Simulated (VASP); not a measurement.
Input of a VASP 6.6.1 run:

The input INCAR:

```
SYSTEM = Si
PREC = Accurate
ENCUT = 520
EDIFF = 1E-6
ISMEAR = -1
SIGMA = 0.02
LREAL = Auto
LASPH = .TRUE.
NELM = 80
ALGO = Normal
ISIF = 2
LWAVE = .FALSE.
LCHARG = .FALSE.
GGA = PS
NBANDS = 163
```

File KPOINTS:

```
regular mesh
0
G
  1 1 1
  0 0 0
```

POSCAR

```
Si
1.0
   10.8600000000      0.0000000000      0.0000000000
    0.0000000000     10.8600000000      0.0000000000
    0.0000000000      0.0000000000     10.8600000000
Si
63
Direct
    0.4918377532     -0.0078388582      0.0039683241
    0.6233429098      0.1233793738      0.1247040516
    0.7519766114      0.2521419890     -0.0001977901
    0.8827396869      0.3829348987      0.1219935543
    0.7501705341      0.0010006446      0.2505427256
    0.8757753223      0.1275361878      0.3741631676
    0.0000012891      0.0003910681      0.0001674033
    0.1252563536      0.1256354512      0.1248594843
    0.2500611418      0.2504229282      0.0000899632
    0.3763221915      0.3744882136      0.1253049724
    0.4999934622      0.4998325967      0.0004298343
    0.6252178637      0.6253558011      0.1247555249
    0.7503187845      0.7499701657      0.0000586556
    0.8754108656      0.8755157459      0.1248739411
    0.2499443831      0.0005313996      0.2501592081
    0.3762950276      0.1248489871      0.3764220074
    0.5013306630      0.2494697974      0.2514193370
    0.6279347145      0.3760160221      0.3742546961
    0.7533891344      0.5022129834      0.2481253223
    0.8828219153      0.6284547882      0.3671327808
    0.4988045120     -0.0015001842      0.5031705341
    0.6246769797      0.1247644567      0.6253384899
    0.7502005525      0.2500124309      0.5000122468
    0.8757720994      0.3761040516      0.6222906077
    0.7467094843     -0.0014848987      0.7514272560
    0.8735772560      0.1247752302      0.8738497238
    0.0150977901      0.5148848066     -0.0023681400
    0.1698956722      0.6652193370      0.0824970534
    0.3601128913      0.8604364641      0.1261594843
    0.0017123389      0.2533877532      0.2483239411
    0.1281517495      0.3831240331      0.3670471455
    0.2533663904      0.5143007366      0.2356825967
    0.3761142726      0.6249555249      0.3753631676
    0.5000618785      0.7497081952      0.2502975138
    0.6250820442      0.8765011050      0.3758989871
   -0.0009787293      0.0007827808      0.5000093923
    0.1249130755      0.1240245856      0.6259677716
    0.2502043278      0.2523513812      0.4977975138
    0.3763658379      0.3740143646      0.6252049724
    0.5012575506      0.4991200737      0.5005055249
    0.6225033149      0.6257305709      0.6274672192
    0.7517562615      0.7501552486      0.4982634438
    0.8738251381      0.8762163904      0.6252465009
    0.2463604972     -0.0065522099      0.7568344383
    0.3727196133      0.1215350829      0.8774365562
    0.4987964088      0.2470489871      0.7514596685
    0.6250039595      0.3743357274      0.8735133517
    0.7499049724      0.4995784530      0.7488788214
    0.8750724678      0.6250142726      0.8744269797
    0.0155186004      0.7519001842      0.2346292818
    0.1251651934      0.8756576427      0.3747722836
    0.0017844383      0.5021069061      0.4965757827
    0.1252668508      0.6252662063      0.6246428177
    0.2500559853      0.7499468692      0.4997263352
    0.3726205341      0.8725162063      0.6288973297
   -0.0013919890      0.2496987109      0.7490115101
    0.1248214549      0.3747136280      0.8740529466
    0.2496288214      0.4998000921      0.7498538674
    0.3575168508      0.6235195212      0.8922760589
    0.4903661142      0.7458325046      0.7595790976
    0.6208549724      0.8724255985      0.8776113260
   -0.0001158379      0.7496552486      0.7499993554
    0.1240473297      0.8625061694      0.8876836096
```

Potentials or basis: VASP PAW PBE potentials, release 64 (Si).

Run with:

```bash
$ cat potpaw_PBE.64/Si/POTCAR > POTCAR
$ mpirun -np 1 vasp_gam > vasp.out
```

Task: Estimate the largest force.

Result: 0.105 eV/Å.

Task: Estimate the pressure.

Result: -0.6 GPa.

Stress tensor (GPa, compression positive):
```
-0.67 -0.71  0.78
-0.71 -0.52  0.66
 0.78  0.66 -0.61
```

Caveat: the k points lie up to 0.58 Å⁻¹ apart; the PAW data sets were made with another functional, which shifts forces and pressure a little.
